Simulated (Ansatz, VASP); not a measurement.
# SnSe2 in VASP and in Ansatz

```
Se Sn
1.0
     3.59600    0.00000    0.00000
    -1.79800    3.11423    0.00000
     0.00000    0.00000   32.37370
Se Sn
2 1
Direct
  0.66667 0.33333 0.44800
  0.33333 0.66667 0.55200
  0.00000 0.00000 0.50000
```

Alike in both runs: task single point; functional PBE; dispersion D3(BJ); k mesh 9 × 9 × 1; occupations gaussian, width 0.02 eV; no spin polarisation.

```csv
,VASP,Ansatz
version,VASP 6.6.1,Ansatz 0.2.0
potentials or method,"VASP PAW PBE potentials, release 64 (Se, Sn_d), cutoff 520 eV","scalar-relativistic, plane waves, PAW"
valence electrons in the cell,26,46
```

VASP gave:

* gap on the k mesh at the Fermi level (eV): 0.44
* least direct gap on the mesh (eV): 1.05
* rms of the force components (eV/Å): 0.048

Q: Estimate Ansatz's values.

A: gap on the k mesh at the Fermi level (eV): 0.44; least direct gap on the mesh (eV): 1.05; rms of the force components (eV/Å): 0.057.

VASP's potentials hold 26 valence electrons a cell and Ansatz's 46, so a difference there can come from the potentials and not from the codes. Ansatz's warnings: xc potential rough in thin density.
